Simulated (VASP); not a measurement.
# HgTe in VASP: a series of runs, part 2 of 2

VASP 6.6.1. The steps go on from the part before.

### Step 4. Single point, LDA (functional lda, volume scaled by 1.04)

The input, INCAR:

```
SYSTEM = HgTe
PREC = Accurate ; ENCUT = 520
EDIFF = 1E-7 ; ISMEAR = -1
SIGMA = 0.03 ; LREAL = .FALSE.
LASPH = .TRUE. ; NELM = 80
ALGO = Normal ; ISIF = 2
LWAVE = .FALSE. ; LCHARG = .FALSE.
GGA = CA ; NBANDS = 16
```

The input, KPOINTS:

```
Automatic mesh
0
G
  11 11 11
  0 0 0
```

The input, POSCAR:

```
HgTe
1.0
    0.0000000000      3.2659193382      3.2659193382
    3.2659193382      0.0000000000      3.2659193382
    3.2659193382      3.2659193382      0.0000000000
Hg Te
1 1
Direct
    0.0000000000      0.0000000000      0.0000000000
    0.7500000000      0.7500000000      0.7500000000
```

Potentials or basis: VASP PAW LDA potentials, release 64 (Hg, Te).

The run is started by

```console
$ cat potpaw_LDA.64/Hg/POTCAR potpaw_LDA.64/Te/POTCAR > POTCAR
$ mpirun -np 1 vasp_std > vasp.out
```

OUTCAR:

```text
SYSTEM = HgTe
   PREC = Accurate
   ENCUT = 520
   EDIFF = 1E-7
   ISMEAR = -1
   LREAL = .FALSE.
   LASPH = .TRUE.
   NELM = 80
   ISIF = 2
   GGA = CA

 ion  position               nearest neighbor table
   1  0.000  0.000  0.000-   2 2.83   2 2.83   2 2.83   2 2.83
   2  0.750  0.750  0.750-   1 2.83   1 2.83   1 2.83   1 2.83

  LATTYP: Found a face centered cubic cell.
 ALAT       =     6.5318386764

  Lattice vectors:

 A1 = (   0.0000000000,   3.2659193382,   3.2659193382)
 A2 = (   3.2659193382,   0.0000000000,   3.2659193382)
 A3 = (   3.2659193382,   3.2659193382,   0.0000000000)

Analysis of symmetry for initial positions (statically):
=====================================================================
 Subroutine PRICEL returns:
 Original cell was already a primitive cell.

 Routine SETGRP: Setting up the symmetry group for a
 face centered cubic supercell.

 Subroutine GETGRP returns: Found 24 space group operations
 (whereof 24 operations were pure point group operations)
 out of a pool of 48 trial point group operations.
[... 155 lines left out ...]
  ---------------------------------------------------
  ext. energy  EPLUGINS =         0.00000000
  ---------------------------------------------------
  free energy    TOTEN  =        -5.02466472 eV

  energy without entropy =       -5.02451794  energy(sigma->0) =       -5.02459133

 E-fermi :   2.6059     XC(G=0):  -8.9635

 val. band max:        2.5704588454   @ k =   0.0000   0.0000   0.0000
 cond. band min:       2.9694619098   @ k =   0.0909   0.0000   0.0000
 fundamental gap:      0.3990030644
 Fermi energy:         2.6059275342

 k-point     1 :       0.0000    0.0000    0.0000
  band No.  band energies     occupation
      1      -9.2504      2.00000
      2      -4.6237      2.00000
      3      -4.6237      2.00000
      4      -4.6237      2.00000
      5      -4.1279      2.00000
      6      -4.1279      2.00000
[... 433 lines left out ...]
      3      -4.5186      2.00000
      4      -4.4191      2.00000
      5      -4.1489      2.00000
      6      -4.1034      2.00000
[... 8 lines left out ...]
     15      11.5291      0.00000
     16      11.7837      0.00000

 [... further k-points ...]
[... 5 lines left out ...]
  --------------------------------------------------------------------------------------
  -------------------------------------------------------------------------------------
  Total       -0.7329793     -0.7329793     -0.7329793      0.0000000     -0.0000000      0.0000000
  in kB      -16.8560539    -16.8560539    -16.8560539      0.0000000     -0.0000000      0.0000000
  external PRESSURE =     -16.8560539 kB  Pullay stress =       0.0000000 kB

 VOLUME and BASIS-vectors are now :
 -----------------------------------------------------------------------------
  energy-cutoff  :      520.00
  volume of cell :       69.67
      direct lattice vectors                 reciprocal lattice vectors
     0.000000000  3.265919338  3.265919338    -0.153096249  0.153096249  0.153096249
     3.265919338  0.000000000  3.265919338     0.153096249 -0.153096249  0.153096249
     3.265919338  3.265919338  0.000000000     0.153096249  0.153096249 -0.153096249

 POSITION                                       TOTAL-FORCE (eV/Angst)
 -----------------------------------------------------------------------------------
      0.00000      0.00000      0.00000        -0.000000      0.000000     -0.000000
      4.89888      4.89888      4.89888         0.000000     -0.000000      0.000000
 -----------------------------------------------------------------------------------
    total drift:                                0.000000      0.000000      0.000000

  FREE ENERGIE OF THE ION-ELECTRON SYSTEM (eV)
  ---------------------------------------------------
  free  energy   TOTEN  =        -5.0246647223 eV

  energy  without entropy=       -5.0245179394  energy(sigma->0) =       -5.02459133
```

stdout:

```text
POSCAR found type information on POSCAR HgTe
 POSCAR found :  2 types and       2 ions
 scaLAPACK will be used
 LDA part: xc-table for (Slater(with rela. corr.)+CA(PZ))
 , standard interpolation
 POSCAR, INCAR and KPOINTS ok, starting setup
 FFT: planning ... GRIDC
 FFT: planning ... GRID_SOFT
 FFT: planning ... GRID
 WAVECAR not read
 entering main loop
```

Run time: 79 s. Hardware: 1 thread of AMD EPYC 7R13 (Zen 3), shared host; peak memory 0.18 GiB.

Results:

- Free energy: -5.0247 eV
- Pressure: -1.7 GPa
- Band gap on the k mesh: zero (filled and empty bands touch)

Levels at points of the mesh, in eV from the Fermi level:
```tsv
k point	band 5	band 6	band 7	band 8	band 9	band 10	band 11	band 12	band 13	band 14
(0.00, 0.00, 0.00)	-6.73	-6.73	-0.98	-0.04	-0.04	-0.04	4.18	4.18	4.18	6.21
```

Caveat: spin-orbit coupling is left out, which moves the levels of the heavy elements.

### Step 5. Single point, PBE (equal xy, yz and zx shear strains of +2 %)

The input, INCAR:

```
ALGO = Normal
EDIFF = 1E-6
ENCUT = 520
GGA = PE
ISIF = 2
ISMEAR = -1
LASPH = T
LCHARG = F
LREAL = F
LWAVE = F
NBANDS = 16
NELM = 80
PREC = Accurate
SIGMA = 0.03
```

The input, KPOINTS:

```
k-points
0
Gamma
  11 11 11
```

The input, POSCAR:

```
HgTe
1.0
    0.0644700000      3.2557350000      3.2557350000
    3.2557350000      0.0644700000      3.2557350000
    3.2557350000      3.2557350000      0.0644700000
Hg Te
1 1
Direct
    0.0000000000      0.0000000000      0.0000000000
    0.7500000000      0.7500000000      0.7500000000
```

Potentials or basis: VASP PAW PBE potentials, release 64 (Hg, Te).

The run is started by

```console
$ cat potpaw_PBE.64/Hg/POTCAR potpaw_PBE.64/Te/POTCAR > POTCAR
$ mpirun -np 1 vasp_std > vasp.out
```

Wall time 88 s (1 thread of Intel Xeon Platinum 8488C (Sapphire Rapids), shared host); peak memory 0.31 GiB.

Results (log left out):

| Property | Result |
| --- | --- |
| Free energy | -3.5612 eV |
| Pressure | 4.2 GPa |
| Largest force | 0.212 eV/Å |
| Band gap on the k mesh | zero (filled and empty bands touch) |

Forces in eV/Å, atoms in the order of the input:
```
Hg  -0.122 -0.122 -0.122
Te   0.122  0.122  0.122
```

Stress tensor (GPa, compression positive):
```
 4.23 -0.84 -0.84
-0.84  4.23 -0.84
-0.84 -0.84  4.23
```

Levels at points of the mesh, in eV from the Fermi level:
```csv
k point,band 6,band 7,band 8,band 9,band 10,band 11,band 12,band 13
"(0.00, 0.00, 0.00)",-6.92,-0.79,-0.09,-0.02,-0.02,3.96,4.27,4.27
```

Caveat: the cell differs from its parent crystal (equal xy, yz and zx shear strains of +2 %); spin-orbit coupling is left out, which moves the levels of the heavy elements.

### Step 6. Overview

| level | potentials or basis | cell | gap on the mesh (eV) | pressure (GPa) |
| --- | --- | --- | --- | --- |
| PBE | VASP PAW PBE potentials, release 64 (Hg, Te) | a = 4.633 Å, angles 60.0°, 2 atoms | none | 1.8 |
| LDA | VASP PAW LDA potentials, release 64 (Hg, Te) | a = 4.559 Å, angles 60.0°, 2 atoms | none | 0.0 |
| LDA | VASP PAW LDA potentials, release 64 (Hg, Te) | a = 4.619 Å, angles 60.0°, 2 atoms | none | -1.7 |
| PBE | VASP PAW PBE potentials, release 64 (Hg, Te) | a = 4.605 Å, angles 58.7°, 2 atoms | none | 4.2 |

Alike in all rows: task single point; no spin polarisation; k mesh 11 × 11 × 11; cutoff (eV) 520; smearing fermi-dirac 0.03 eV.

Caveats: spin-orbit coupling is left out, which moves the levels of the heavy elements.

Absolute energies hang on the potentials; compare differences alone.
